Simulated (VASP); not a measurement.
# Mg (Im-3m) in VASP: notebook

Runs on Mg. Level: LDA. Tasks: single point.

Everything below comes from runs of VASP 6.6.1. Logs are shortened: lines on timing, memory, paths and dates and some standing lists are left out, and cuts for length are marked.

## 1. The cell of the first run

The structure is cubic, space group Im-3m (No. 229). Conventional cell: a = 2.953 Å, b = 2.953 Å, c = 2.953 Å, α = 90.00°, β = 90.00°, γ = 90.00°. Within 3.4 Å of Mg (site symmetry m-3m) lie 14 Mg at 2.56 to 2.95 Å.

## 2. Single point, LDA

INCAR

```
SYSTEM = Mg
ALGO = Normal ; EDIFF = 1E-6
ENCUT = 520 ; ISIF = 2
ISMEAR = 1 ; LASPH = .True.
LCHARG = .False. ; LREAL = .False.
LWAVE = .False. ; NBANDS = 7
NELM = 60 ; PREC = Accurate
SIGMA = 0.1
```

KPOINTS

```
k-points
0
Gamma
  8 8 8
  0 0 0
```

POSCAR

```
Mg
1.0
   -1.4765000000      1.4765000000      1.4765000000
    1.4765000000     -1.4765000000      1.4765000000
    1.4765000000      1.4765000000     -1.4765000000
Mg
1
Direct
    0.0000000000      0.0000000000      0.0000000000
```

Potentials or basis: VASP PAW LDA potentials, release 64 (Mg).

Started as:

```sh
cat potpaw_LDA.64/Mg/POTCAR > POTCAR
mpirun -np 1 vasp_std > vasp.out
```

OUTCAR:

```text
SYSTEM = Mg
   EDIFF = 1E-6
   ENCUT = 520
   ISIF = 2
   ISMEAR = 1
   LASPH = .True.
   LREAL = .False.
   NELM = 60
   PREC = Accurate

 ion  position               nearest neighbor table
   1  0.000  0.000  0.000-

  LATTYP: Found a body centered cubic cell.
 ALAT       =     2.9530000000

  Lattice vectors:

 A1 = (  -1.4765000000,   1.4765000000,   1.4765000000)
 A2 = (   1.4765000000,  -1.4765000000,   1.4765000000)
 A3 = (   1.4765000000,   1.4765000000,  -1.4765000000)

Analysis of symmetry for initial positions (statically):
=====================================================================
 Subroutine PRICEL returns:
 Original cell was already a primitive cell.

 Routine SETGRP: Setting up the symmetry group for a
 body centered cubic supercell.

 Subroutine GETGRP returns: Found 48 space group operations
 (whereof 48 operations were pure point group operations)
 out of a pool of 48 trial point group operations.

The static configuration has the point symmetry O_h .

Analysis of symmetry for dynamics (positions and initial velocities):
=====================================================================
 Subroutine PRICEL returns:
 Original cell was already a primitive cell.

 Routine SETGRP: Setting up the symmetry group for a
 body centered cubic supercell.

 Subroutine GETGRP returns: Found 48 space group operations
 (whereof 48 operations were pure point group operations)
 out of a pool of 48 trial point group operations.

The dynamic configuration has the point symmetry O_h .

 Subroutine INISYM returns: Found 48 space group operations
 (whereof 48 operations are pure point group operations),
 and found     1 'primitive' translations

----------------------------------------------------------------------------------------

                                     Primitive cell

  volume of cell :      12.8754

  direct lattice vectors                    reciprocal lattice vectors
    -1.476500000  1.476500000  1.476500000     0.000000000  0.338638673  0.338638673
     1.476500000 -1.476500000  1.476500000     0.338638673  0.000000000  0.338638673
     1.476500000  1.476500000 -1.476500000     0.338638673  0.338638673  0.000000000

  length of vectors
     2.557373017  2.557373017  2.557373017     0.478907403  0.478907403  0.478907403

  position of ions in fractional coordinates (direct lattice)
     0.000000000  0.000000000  0.000000000

  ion indices of the primitive-cell ions
   primitive index   ion index
                 1           1

----------------------------------------------------------------------------------------

 KPOINTS: k-points

Automatic generation of k-mesh.
 Grid dimensions read from file:
 generate k-points for:    8    8    8

 Generating k-lattice:

  Cartesian coordinates                     Fractional coordinates (reciprocal lattice)
     0.000000000  0.042329834  0.042329834     0.125000000  0.000000000  0.000000000
     0.042329834  0.000000000  0.042329834     0.000000000  0.125000000  0.000000000
     0.042329834  0.042329834  0.000000000     0.000000000  0.000000000  0.125000000

  Length of vectors
     0.059863425  0.059863425  0.059863425

  Shift w.r.t. Gamma in fractional coordinates (k-lattice)
     0.000000000  0.000000000  0.000000000

 Subroutine IBZKPT returns following result:
 ===========================================

 Found     29 irreducible k-points:

 Following reciprocal coordinates:
            Coordinates               Weight
  0.000000  0.000000  0.000000      1.000000
  0.125000  0.000000  0.000000     12.000000
  0.250000  0.000000  0.000000     12.000000
  0.375000  0.000000  0.000000     12.000000
  0.500000  0.000000  0.000000      6.000000
  0.125000  0.125000  0.000000     24.000000
[... 16 lines left out ...]
 -0.250000  0.250000  0.250000      6.000000
 -0.375000  0.375000  0.250000     24.000000
 [... further k-points ...]
   k-points           NKPTS =     29   k-points in BZ     NKDIM =     29   number of bands    NBANDS=      7
   number of dos      NEDOS =    301   number of ions     NIONS =      1
   total plane-waves  NPLWV =   8000
   dimension x,y,z NGX =    20 NGY =   20 NGZ =   20
   dimension x,y,z NGXF=    40 NGYF=   40 NGZF=   40
   ions per type =               1
   NGX,Y,Z   is equivalent  to a cutoff of  13.00, 13.00, 13.00 a.u.
   NGXF,Y,Z  is equivalent  to a cutoff of  26.00, 26.00, 26.00 a.u.
 SYSTEM =  Mg
   PREC   = accura    normal or accurate (medium, high low for compatibility)
   ISTART =      0    job   : 0-new  1-cont  2-samecut
   ICHARG =      2    charge: 1-file 2-atom 10-const
   ISPIN  =      1    spin polarized calculation?
   LNONCOLLINEAR =      F non collinear calculations
   LSORBIT =      F    spin-orbit coupling
   LASPH  =      T    aspherical Exc in radial PAW
   ENCUT  =  520.0 eV  38.22 Ry    6.18 a.u.   4.76  4.76  4.76*2*pi/ulx,y,z
   NELM   =     60;   NELMIN=  2; NELMDL= -5     # of ELM steps
   EDIFF  = 0.1E-05   stopping-criterion for ELM
   LREAL  =      F    real-space projection
   EDIFFG = 0.1E-04   stopping-criterion for IOM
   NSW    =      0    number of steps for IOM
   IBRION =     -1    ionic relax: 0-MD 1-quasi-New 2-CG
   NFREE  =      0    steps in history (QN), initial steepest desc. (CG)
   ISIF   =      2    stress and relaxation
   ISYM   =      2    0-nonsym 1-usesym 2-fastsym
   POTIM  = 0.5000    time-step for ionic-motion
   TEBEG  =    0.0;   TEEND  =   0.0 temperature during run
   PSTRESS=    0.0 pullay stress
   NELECT =       2.0000    total number of electrons
   NUPDOWN=      -1.0000    fix difference up-down
   EMIN   =  10.00;   EMAX   =-10.00  energy-range for DOS
   EFERMI =   0.00;   METHOD = LEGACY
   ISMEAR =     1;   SIGMA  =   0.10  broadening in eV -4-tet -1-fermi 0-gaus
   EFERMI_NEDOS =   21; number of points for ismear=-14 and -15
   IALGO  =     38    algorithm
   IMIX   =      4    mixing-type and parameters
     AMIX     =   0.40;   BMIX     =  1.00
     AMIX_MAG =   1.60;   BMIX_MAG =  1.00
  volume/ion in A,a.u.               =      12.88        86.89
  Fermi-wavevector in a.u.,A,eV,Ry     =   0.880031  1.663018 10.537098  0.774455
  Thomas-Fermi vector in A             =   2.000336
   LORBIT       =      0    0 simple, 1 ext, 2 COOP (PROOUT), +10 PAW based schemes
   GGA     = CA    functional components
   LHFCALC =     F    Hartree Fock is set to
   AEXX    =    0.0000 exact exchange contribution
   IVDW    =     0    specifies the selected vdW correction
   LEPSILON=     F    determine dielectric tensor
   LRPA    =     F    only Hartree local field effects (RPA)
 non-spin polarized calculation
 Methfessel and Paxton  Order N= 1 SIGMA  =   0.10
  energy-cutoff  :      520.00
  volume of cell :       12.88
 maximum number of plane-waves:       370
   NGX =  9   NGY =  9   NGZ =  9

 number of electron       2.0000000 magnetization

 Free energy of the ion-electron system (eV)
  ---------------------------------------------------
  ext. energy  EPLUGINS =         0.00000000
  ---------------------------------------------------
  free energy    TOTEN  =        -0.81105933 eV

  energy without entropy =       -0.81041823  energy(sigma->0) =       -0.81084563

 E-fermi :   6.3007     XC(G=0): -10.7612

 val. band max:        5.9319899657   @ k =   0.5000   0.5000   0.1250
 cond. band min:       6.3105746727   @ k =   0.3750   0.1250   0.1250
 fundamental gap:      0.3785847070
 Fermi energy:         6.3006796890

 k-point     1 :       0.0000    0.0000    0.0000
  band No.  band energies     occupation
      1      -3.4310      2.00000
      2      23.6440      0.00000
      3      23.6440      0.00000
      4      23.6440      0.00000
      5      26.5070      0.00000
      6      26.5070      0.00000
      7      28.4388      0.00000

 k-point     2 :       0.1250    0.0000    0.0000
  band No.  band energies     occupation
      1      -2.8894      2.00000
      2      19.6713      0.00000
      3      21.6364      0.00000
      4      23.0925      0.00000
      5      24.4858      0.00000
      6      25.1952      0.00000
      7      30.2676      0.00000

 k-point     3 :       0.2500    0.0000    0.0000
  band No.  band energies     occupation
      1      -1.2978      2.00000
      2      14.0115      0.00000
      3      19.2192      0.00000
      4      22.1642      0.00000
      5      22.5413      0.00000
      6      24.8620      0.00000
      7      30.8792      0.00000

 k-point     4 :       0.3750    0.0000    0.0000
  band No.  band energies     occupation
      1       1.2472      2.00000
      2       9.0494      0.00000
      3      17.6861      0.00000
      4      21.3929      0.00000
      5      21.5119      0.00000
      6      24.0885      0.00000
      7      32.0591      0.00000

 k-point     5 :       0.5000    0.0000    0.0000
  band No.  band energies     occupation
      1       4.0702      2.00000
      2       5.4360      2.00000
      3      17.1684      0.00000
      4      21.0176      0.00000
      5      21.2884      0.00000
      6      23.7022      0.00000
      7      32.5481      0.00000

 k-point     6 :       0.1250    0.1250    0.0000
  band No.  band energies     occupation
      1      -1.8230      2.00000
      2      16.3923      0.00000
      3      17.8184      0.00000
      4      22.0469      0.00000
      5      24.0106      0.00000
      6      26.4229      0.00000
      7      30.2659      0.00000

 k-point     7 :       0.2500    0.1250    0.0000
  band No.  band energies     occupation
      1       0.2453      2.00000
      2      11.6299      0.00000
      3      15.5630      0.00000
      4      20.8027      0.00000
      5      23.3700      0.00000
      6      27.0065      0.00000
      7      29.6581      0.00000
[... 121 lines left out ...]
 k-point    20 :      -0.3750    0.5000    0.1250
  band No.  band energies     occupation
      1       4.0926      2.00000
      2       8.0109     -0.00000
      3      12.5036      0.00000
      4      19.6548      0.00000
      5      23.8953      0.00000
      6      24.0340      0.00000
      7      28.8471      0.00000

 k-point    21 :      -0.3750   -0.3750    0.1250
  band No.  band energies     occupation
      1       6.7123     -0.00000
      2       6.7123     -0.00000
      3       9.9532      0.00000
      4      21.9229      0.00000
      5      21.9229      0.00000
      6      23.6724      0.00000
      7      28.0569      0.00000

 k-point    22 :       0.2500    0.2500    0.2500
  band No.  band energies     occupation
      1       7.6064     -0.00000
      2       7.6064     -0.00000
      3       7.6064     -0.00000
      4      13.6569      0.00000
      5      34.3584      0.00000
      6      34.3584      0.00000
      7      37.0837      0.00000

 k-point    23 :      -0.2500    0.2500    0.2500
  band No.  band energies     occupation
      1       0.7482      2.00000
      2      14.5998      0.00000
      3      15.5507      0.00000
      4      15.5507      0.00000
      5      21.3558      0.00000
      6      27.8681      0.00000
      7      30.5952      0.00000

 k-point    24 :      -0.3750    0.3750    0.2500
  band No.  band energies     occupation
      1       3.1868      2.00000
      2      10.6056      0.00000
      3      14.3572      0.00000
      4      15.5508      0.00000
      5      20.5002      0.00000
      6      27.8816      0.00000
      7      28.4298      0.00000

 [... further k-points ...]

------------------------ aborting loop because EDIFF is reached ----------------------------------------

  FORCE on cell =-STRESS in cart. coord.  units (eV):
  Direction    XX          YY          ZZ          XY          YZ          ZX
  --------------------------------------------------------------------------------------
  -------------------------------------------------------------------------------------
  Total        4.4799146      4.4799146      4.4799146      0.0000000      0.0000000     -0.0000000
  in kB      557.4680319    557.4680319    557.4680319      0.0000000      0.0000000     -0.0000000
  external PRESSURE =     557.4680319 kB  Pullay stress =       0.0000000 kB

 VOLUME and BASIS-vectors are now :
 -----------------------------------------------------------------------------
  energy-cutoff  :      520.00
  volume of cell :       12.88
      direct lattice vectors                 reciprocal lattice vectors
    -1.476500000  1.476500000  1.476500000     0.000000000  0.338638673  0.338638673
     1.476500000 -1.476500000  1.476500000     0.338638673  0.000000000  0.338638673
     1.476500000  1.476500000 -1.476500000     0.338638673  0.338638673  0.000000000

 POSITION                                       TOTAL-FORCE (eV/Angst)
 -----------------------------------------------------------------------------------
      0.00000      0.00000      0.00000         0.000000     -0.000000      0.000000
 -----------------------------------------------------------------------------------
    total drift:                                0.000000     -0.000000      0.000000

  FREE ENERGIE OF THE ION-ELECTRON SYSTEM (eV)
  ---------------------------------------------------
  free  energy   TOTEN  =        -0.8110593296 eV

  energy  without entropy=       -0.8104182268  energy(sigma->0) =       -0.81084563
```

Wall time 6 s (1 thread of AMD EPYC 7R13, shared host); peak memory 0.08 GiB.

Results:

```
Free energy            : -0.8111 eV
Pressure               : 55.7 GPa
Band gap on the k mesh : zero (band 1 reaches 10.32 eV, above the bottom of band 2 at 5.44 eV)
```

Caveat: the k points lie up to 0.38 Å⁻¹ apart.

## 3. Single point, LDA

This run uses another cell than the first one, of 23.46 Å³/atom, 1.822 times its volume.

INCAR

```
SYSTEM = Mg
PREC = Accurate
ENCUT = 520
EDIFF = 1E-7
ISMEAR = 1
SIGMA = 0.1
LREAL = .FALSE.
LASPH = .TRUE.
NELM = 100
ALGO = Normal
ISIF = 2
LWAVE = .FALSE.
LCHARG = .FALSE.
NBANDS = 7
```

KPOINTS

```
regular mesh
0
G
  8 8 8
  0 0 0
```

POSCAR

```
Mg
1.0
   -1.8034011724      1.8034011724      1.8034011724
    1.8034011724     -1.8034011724      1.8034011724
    1.8034011724      1.8034011724     -1.8034011724
Mg
1
Direct
    0.0000000000      0.0000000000      0.0000000000
```

Potentials or basis: VASP PAW LDA potentials, release 64 (Mg).

Started as:

```sh
cat potpaw_LDA.64/Mg/POTCAR > POTCAR
mpirun -np 1 vasp_std > vasp.out
```

Wall time 8.5 s (1 thread of AMD EPYC 7R13, shared host); peak memory 0.09 GiB.

It converged, with:

```yaml
Free_energy: -1.7507 eV
Pressure: -3.2 GPa
Band_gap_on_the_k_mesh: zero (band 1 reaches 6.12 eV, above the bottom of band 2 at 1.42 eV)
```

Levels at points of the mesh, in eV from the Fermi level:
```tsv
k point	band 1	band 2	band 3	band 4
(0.00, 0.00, 0.00)	-6.73	12.90	12.90	12.90
(0.50, 0.00, 0.00)	-1.31	-0.84	8.66	9.13
(0.50, 0.50, 0.50)	3.86	3.86	3.86	4.18
```
